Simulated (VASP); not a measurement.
Input of a VASP 6.6.1 run:

The input POSCAR:

```
Pd
1.0
    0.0000000000      1.8742601246      1.8742601246
    1.8742601246      0.0000000000      1.8742601246
    1.8742601246      1.8742601246      0.0000000000
Pd
1
Direct
    0.0000000000      0.0000000000      0.0000000000
```

The input INCAR.step1:

```
ALGO = Normal
EDIFF = 1E-4
ENCUT = 520
GGA = PE
ISMEAR = -1
LASPH = T
LCHARG = F
LREAL = F
LWAVE = T
NBANDS = 11
NELM = 80
PREC = Accurate
SIGMA = 0.1
```

INCAR.step2

```
ALGO = Normal
EDIFF = 1E-6
ENCUT = 520
ISIF = 2
ISMEAR = -1
ISTART = 1
LASPH = T
LCHARG = F
LMIXTAU = T
LREAL = F
LWAVE = F
METAGGA = R2SCAN
NBANDS = 11
NELM = 80
PREC = Accurate
SIGMA = 0.1
```

File KPOINTS:

```
k-points
0
Gamma
  23 23 23
```

Potentials or basis: VASP PAW PBE potentials, release 64 (Pd).

The run is started by

```sh
$ cat potpaw_PBE.64/Pd/POTCAR > POTCAR
$ cp INCAR.step1 INCAR
$ mpirun -np 1 vasp_std > vasp.out
$ cp INCAR.step2 INCAR
$ mpirun -np 1 vasp_std > vasp.out
```

Problem. Predict the band gap on the k mesh.

Solution. Zero (band 5 reaches 12.03 eV, above the bottom of band 6 at 10.01 eV).

Problem. Estimate the pressure.

Solution. 34.4 GPa.

Caveat: the PAW data sets were made with another functional, which shifts forces and pressure a little.
